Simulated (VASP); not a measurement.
Set up this calculation in VASP 6.6.1, as the native input.

* Task: single point
* Functional: PBEsol
* Potentials or basis: VASP PAW PBE potentials, release 64 (Ti_sv, O)
* Cutoff: 520 eV
* k mesh: 12 × 12 × 8
* Occupations: gaussian, width 0.1 eV
* Spin: no spin polarisation
* Dipole correction: no
* Further INCAR settings: ALGO = Normal; EDIFF = 1e-06; NBANDS = 52

The structure of Ti3O lies in POSCAR:

```
Ti3O
1.0
    5.1786858846      0.0000000000      0.0000000000
   -2.5893429423      4.4848735343      0.0000000000
    0.0000000000      0.0000000000      4.9144795487
Ti O
6 2
Direct
    0.0000000000      0.6741967529      0.7500000000
    0.0000000000      0.3258032471      0.2500000000
    0.6741967529      0.0000000000      0.7500000000
    0.6741967529      0.6741967529      0.2500000000
    0.3258032471      0.3258032471      0.7500000000
    0.3258032471      0.0000000000      0.2500000000
    0.0000000000      0.0000000000      0.5000000000
    0.0000000000      0.0000000000      0.0000000000
```

These files were run (other wordings do the same):

INCAR

```
  ALGO = Normal
  EDIFF = 1E-6
  ENCUT = 520
  GGA = PS
  ISIF = 2
  ISMEAR = 0
  LASPH = True
  LCHARG = False
  LREAL = False
  LWAVE = False
  NBANDS = 52
  NELM = 100
  PREC = Accurate
  SIGMA = 0.1
```

KPOINTS

```
k-points
0
Gamma
  12 12 8
```

Potentials or basis: VASP PAW PBE potentials, release 64 (Ti_sv, O).

The run is started by

```bash
$ cat potpaw_PBE.64/Ti_sv/POTCAR potpaw_PBE.64/O/POTCAR > POTCAR
$ mpirun -np 1 vasp_std > vasp.out
```

It gave:

* Pressure: -7.6 GPa
* Largest force: 0.057 eV/Å
* Band gap on the k mesh: zero (bands 42 and 43 overlap by 0.69 eV)

Caveat: the cell stands under tension; the PAW data sets were made with another functional, which shifts forces and pressure a little.

Wall time 6.9 min on 1 thread of AMD EPYC 9R14 (Zen 4), on a shared host, peak memory 0.49 GiB.
